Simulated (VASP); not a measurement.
# PdAu25 (a cell with a defect) in VASP: single point with PBE

Aim: the single point of PdAu25 (a cell with a defect) with PBE.

Everything below comes from runs of VASP 6.6.1. Logs are shortened: lines on timing, memory, paths and dates and some standing lists are left out, and cuts for length are marked.

## (1) The cell of the first run

The cell holds a defect, 26 atoms: a = 8.821 Å, b = 8.821 Å, c = 8.821 Å, α = 60.00°, β = 60.00°, γ = 60.00°.

## (2) Single point, PBE

INCAR

```
PREC = Accurate
ENCUT = 520
EDIFF = 1E-7
ISMEAR = 0
SIGMA = 0.1
LREAL = Auto
LASPH = T
NELM = 100
ALGO = Normal
ISIF = 2
LWAVE = F
LCHARG = F
GGA = PE
NBANDS = 162
```

KPOINTS

```
Automatic mesh
0
Gamma
  3 3 3
```

POSCAR

```
PdAu25
1.0
    0.0000000000      6.2371699120     -6.2371699120
    6.2371699120      6.2371699120      0.0000000000
    6.2371699120      0.0000000000     -6.2371699120
Pd Au
1 25
Direct
    0.6666667028      0.1666666957      0.6666667028
    0.6666667028      0.6666667028      0.6666667028
    0.3443932152      1.0016441893      0.6652493132
    0.3158440491      0.3485104672      0.6538016532
    0.3443932152      0.6553799332      0.6652493132
    0.0174892622     -0.0151771559      0.6795316722
   -0.0110599039      0.3316891361      0.6680840123
   -0.0110599039      0.6779533923      0.6680840123
    0.6652493132      1.0016441893      0.3443932152
    0.6538016532      0.3485104672      0.3158440491
    0.6652493132      0.6553799332      0.3443932152
    0.3318944376      0.0014389539      0.3318944376
    0.3254295664      0.3347911841      0.3254295664
    0.3254295664      0.6810163199      0.3254295664
   -0.0190560786      0.0065970625      0.3523894701
   -0.0190560786      0.3267361686      0.3523894701
   -0.0036875699      0.6666666226      0.3370209614
    0.6795316722     -0.0151771559      0.0174892622
    0.6680840123      0.3316891361     -0.0110599039
    0.6680840123      0.6779533923     -0.0110599039
    0.3523894701      0.0065970625     -0.0190560786
    0.3523894701      0.3267361686     -0.0190560786
    0.3370209614      0.6666666226     -0.0036875699
    0.0079037449     -0.0014578727      0.0079037449
    0.0014389539      0.3318944376      0.0014389539
    0.0079037449      0.6523170055      0.0079037449
```

Potentials or basis: VASP PAW PBE potentials, release 64 (Pd, Au).

Run with:

```
cat potpaw_PBE.64/Pd/POTCAR potpaw_PBE.64/Au/POTCAR > POTCAR
mpirun -np 1 vasp_std > vasp.out
```

OUTCAR:

```text
PREC = Accurate
   ENCUT = 520
   EDIFF = 1E-7
   ISMEAR = 0
   LREAL = Auto
   LASPH = T
   NELM = 100
   ISIF = 2
   GGA = PE

 ion  position               nearest neighbor table
   1  0.667  0.167  0.667-   6 2.71  18 2.71  10 2.71   4 2.71  16 3.11  22 3.11  21 3.11  15 3.11

   2  0.667  0.667  0.667-   8 2.90  20 2.90  19 2.90   7 2.90   3 2.90   9 2.90   5 2.90  11 2.90
                            17 2.91  23 2.91
   3  0.344  0.002  0.665-   9 2.83  21 2.84   4 2.89   6 2.90   2 2.90  23 2.94  13 2.97  24 3.00
                            12 3.00   7 3.03   5 3.05
   4  0.316  0.349  0.654-   1 2.71   3 2.89   5 2.89   7 2.90   8 2.90  13 2.92  14 2.92  25 2.93
                            22 2.96  21 2.96  10 2.98
   5  0.344  0.655  0.665-  11 2.83  22 2.84   4 2.89   6 2.90   2 2.90  23 2.94  14 2.97  26 3.00
                            12 3.00   8 3.03   3 3.05
   6  0.017  0.985  0.680-   1 2.71   8 2.89   7 2.89   5 2.90   3 2.90  24 2.92  26 2.92  12 2.93
                            16 2.96  15 2.96  18 2.98
   7  0.989  0.332  0.668-  19 2.83  16 2.84   6 2.89   4 2.90   2 2.90  17 2.94  24 2.97  13 3.00
                            25 3.00   3 3.03   8 3.05
   8  0.989  0.678  0.668-  20 2.83  15 2.84   6 2.89   4 2.90   2 2.90  17 2.94  26 2.97  14 3.00
                            25 3.00   5 3.03   7 3.05
   9  0.665  0.002  0.344-   3 2.83  15 2.84  10 2.89  18 2.90   2 2.90  17 2.94  13 2.97  24 3.00
[... 21 lines left out ...]
  20  0.668  0.678  0.989-   8 2.83  21 2.84  18 2.89  10 2.90   2 2.90  23 2.94  26 2.97  14 3.00
                            25 3.00  11 3.03  19 3.05
  21  0.352  0.007  0.981-  22 2.82  20 2.84   3 2.84  14 2.96  24 2.96  18 2.96   4 2.96  12 2.99
                            25 2.99  23 3.00   1 3.11  15 3.28
  22  0.352  0.327  0.981-  21 2.82  19 2.84   5 2.84  13 2.96  26 2.96  18 2.96   4 2.96  12 2.99
                            25 2.99  23 3.00   1 3.11  16 3.28
  23  0.337  0.667  0.996-   2 2.91  13 2.92  14 2.92  24 2.92  26 2.92  19 2.94  20 2.94   5 2.94
                             3 2.94  21 3.00  22 3.00  17 3.01
  24  0.008  0.999  0.008-  25 2.88  18 2.92   6 2.92  23 2.92  17 2.92  15 2.96  21 2.96  19 2.97
                             7 2.97   9 3.00   3 3.00  26 3.05
  25  0.001  0.332  0.001-  26 2.88  24 2.88   4 2.93  10 2.93  16 2.99  22 2.99  21 2.99  15 2.99
                             8 3.00  20 3.00  19 3.00   7 3.00
  26  0.008  0.652  0.008-  25 2.88  18 2.92   6 2.92  23 2.92  17 2.92  16 2.96  22 2.96  20 2.97
                             8 2.97  11 3.00   5 3.00  24 3.05

  LATTYP: Found a face centered cubic cell.
 ALAT       =    12.4743398240

  Lattice vectors:

 A1 = (   0.0000000000,   6.2371699120,  -6.2371699120)
 A2 = (   6.2371699120,   6.2371699120,   0.0000000000)
 A3 = (   6.2371699120,   0.0000000000,  -6.2371699120)

Analysis of symmetry for initial positions (statically):
[... 171 lines left out ...]
   EMIN   =  10.00;   EMAX   =-10.00  energy-range for DOS
   EFERMI =   0.00;   METHOD = LEGACY
   ISMEAR =     0;   SIGMA  =   0.10  broadening in eV -4-tet -1-fermi 0-gaus
   EFERMI_NEDOS =   21; number of points for ismear=-14 and -15
   IALGO  =     38    algorithm
   IMIX   =      4    mixing-type and parameters
     AMIX     =   0.40;   BMIX     =  1.00
     AMIX_MAG =   1.60;   BMIX_MAG =  1.00
  volume/ion in A,a.u.               =      18.66       125.96
  Fermi-wavevector in a.u.,A,eV,Ry     =   1.370962  2.590743 25.572666  1.879538
  Thomas-Fermi vector in A             =   2.496702
   LORBIT       =      0    0 simple, 1 ext, 2 COOP (PROOUT), +10 PAW based schemes
   GGA     = PE    functional components
   LHFCALC =     F    Hartree Fock is set to
   AEXX    =    0.0000 exact exchange contribution
   IVDW    =     0    specifies the selected vdW correction
   LEPSILON=     F    determine dielectric tensor
   LRPA    =     F    only Hartree local field effects (RPA)
 non-spin polarized calculation
 Gauss-broadening in eV      SIGMA  =   0.10
  energy-cutoff  :      520.00
  volume of cell :      485.28
 maximum number of plane-waves:     13107
 NGX is ok and might be reduce to    70
   NGX = 33   NGY = 33   NGZ = 33

 number of electron     285.0000006 magnetization

 Free energy of the ion-electron system (eV)
  ---------------------------------------------------
  ext. energy  EPLUGINS =         0.00000000
  ---------------------------------------------------
  free energy    TOTEN  =       -85.11373790 eV

  energy without entropy =      -85.07692226  energy(sigma->0) =      -85.09533008

 E-fermi :   7.8110     XC(G=0): -12.1215

 val. band max:        7.7349106871   @ k =  -0.3333   0.3333   0.0000
 cond. band min:       7.8223187032   @ k =   0.3333   0.0000  -0.3333
 fundamental gap:      0.0874080161
 Fermi energy:         7.8110459235

 k-point     1 :       0.0000    0.0000    0.0000
  band No.  band energies     occupation
      1      -0.9937      2.00000
      2       1.0801      2.00000
      3       1.1344      2.00000
      4       1.1412      2.00000
      5       1.1901      2.00000
      6       1.2313      2.00000
[... 1245 lines left out ...]
    153      10.1565      0.00000
    154      10.1606      0.00000
 [bands above 154 left out]

------------------------ aborting loop because EDIFF is reached ----------------------------------------

  FORCE on cell =-STRESS in cart. coord.  units (eV):
  Direction    XX          YY          ZZ          XY          YZ          ZX
  --------------------------------------------------------------------------------------
  -------------------------------------------------------------------------------------
  Total       -7.4020828     -7.4020828     -4.9141875      0.3391547      0.0000000      0.0000000
  in kB      -24.4383455    -24.4383455    -16.2244352      1.1197363      0.0000000      0.0000000
  external PRESSURE =     -21.7003754 kB  Pullay stress =       0.0000000 kB

 VOLUME and BASIS-vectors are now :
 -----------------------------------------------------------------------------
  energy-cutoff  :      520.00
  volume of cell :      485.28
      direct lattice vectors                 reciprocal lattice vectors
     0.000000000  6.237169912 -6.237169912    -0.080164563  0.080164563 -0.080164563
     6.237169912  6.237169912  0.000000000     0.080164563  0.080164563  0.080164563
     6.237169912  0.000000000 -6.237169912     0.080164563 -0.080164563 -0.080164563

 POSITION                                       TOTAL-FORCE (eV/Angst)
 -----------------------------------------------------------------------------------
      5.19764      5.19764     -8.31623        -0.000000     -0.000000      0.000000
      8.31623      8.31623     -8.31623        -0.000000     -0.000000      0.000000
      4.15953      2.15829     -6.29731        -0.004817     -0.002300      0.003846
      6.25159      4.14369     -6.04784        -0.004377      0.004377     -0.010519
      8.23699      6.23576     -6.29731         0.002300      0.004817      0.003846
     10.38086      6.25159     -4.34744         0.004377     -0.004377      0.010519
[... 18 lines left out ...]
      2.07906      2.07906     -0.01795        -0.000000     -0.000000     -0.004129
      4.11791      4.11791     -0.09859        -0.000374     -0.000374     -0.000015
 -----------------------------------------------------------------------------------
    total drift:                                0.003376      0.003376     -0.002990

  FREE ENERGIE OF THE ION-ELECTRON SYSTEM (eV)
  ---------------------------------------------------
  free  energy   TOTEN  =       -85.1137379012 eV

  energy  without entropy=      -85.0769222590  energy(sigma->0) =      -85.09533008
```

OSZICAR:

```text
N       E                     dE             d eps       ncg     rms          rms(c)
DAV:   1     0.202832737802E+04    0.20283E+04   -0.14619E+05  2592   0.170E+03
DAV:   2    -0.194735955626E+01   -0.20303E+04   -0.19438E+04  2752   0.375E+02
DAV:   3    -0.904539291000E+02   -0.88507E+02   -0.84460E+02  2820   0.687E+01
DAV:   4    -0.925502812320E+02   -0.20964E+01   -0.20804E+01  2808   0.103E+01
DAV:   5    -0.926011294857E+02   -0.50848E-01   -0.50797E-01  2856   0.152E+00    0.377E+01
DAV:   6    -0.865998037630E+02    0.60013E+01   -0.24706E+01  2734   0.227E+01    0.291E+01
DAV:   7    -0.879896916150E+02   -0.13899E+01   -0.40405E+01  2722   0.143E+01    0.210E+01
DAV:   8    -0.860009460339E+02    0.19887E+01   -0.31799E+00  2684   0.112E+01    0.891E+00
DAV:   9    -0.851118238624E+02    0.88912E+00   -0.35454E+00  2704   0.111E+01    0.378E+00
DAV:  10    -0.851179200574E+02   -0.60962E-02   -0.56041E-01  2726   0.258E+00    0.908E-01
DAV:  11    -0.851169533096E+02    0.96675E-03   -0.10616E-02  2976   0.294E-01    0.513E-01
DAV:  12    -0.851136208269E+02    0.33325E-02   -0.91930E-03  2972   0.330E-01    0.148E-01
DAV:  13    -0.851138114606E+02   -0.19063E-03   -0.14009E-03  2792   0.931E-02    0.742E-02
DAV:  14    -0.851137460955E+02    0.65365E-04   -0.14698E-04  2728   0.405E-02    0.293E-02
DAV:  15    -0.851137397206E+02    0.63749E-05   -0.14552E-05  2792   0.104E-02    0.121E-02
DAV:  16    -0.851137382645E+02    0.14561E-05   -0.24438E-06  2784   0.484E-03    0.485E-03
DAV:  17    -0.851137379124E+02    0.35209E-06   -0.89387E-07  2032   0.298E-03    0.983E-04
DAV:  18    -0.851137379012E+02    0.11183E-07   -0.70224E-08  1592   0.740E-04
   1 F= -.85113738E+02 E0= -.85095330E+02  d E =-.368156E-01
```

It took 41 min on 1 thread of Intel Xeon Platinum 8259CL at 2.50GHz (Skylake/Cascade Lake), shared host; peak memory 0.92 GiB.

Results:

```yaml
Free_energy: -85.1137 eV
Pressure: -2.2 GPa
Largest_force: 0.012 eV/Å
Band_gap_on_the_k_mesh: zero (an odd number of electrons rules out a gap without spin polarisation)
```

Forces in eV/Å, atoms in the order of the input:
```
Pd   0.000  0.000  0.000
Au   0.000  0.000  0.000
Au  -0.005 -0.002  0.004
Au  -0.004  0.004 -0.011
Au   0.002  0.005  0.004
Au   0.004 -0.004  0.011
Au   0.005  0.002 -0.004
Au  -0.002 -0.005 -0.004
Au  -0.002 -0.005  0.004
Au   0.004 -0.004 -0.011
Au   0.005  0.002  0.004
Au   0.000  0.000  0.004
Au   0.000  0.000  0.000
Au   0.000  0.000  0.000
Au   0.006 -0.002  0.000
Au   0.002 -0.006  0.000
Au   0.003 -0.003  0.000
Au  -0.004  0.004  0.011
Au   0.002  0.005 -0.004
Au  -0.005 -0.002 -0.004
Au  -0.002  0.006  0.000
Au  -0.006  0.002  0.000
Au  -0.003  0.003  0.000
Au   0.000  0.000  0.000
Au   0.000  0.000 -0.004
Au   0.000  0.000  0.000
```

Caveat: spin-orbit coupling is left out, which moves the levels of the heavy elements.

The gap in the log of VASP goes by the Fermi energy; the results here count the filled bands.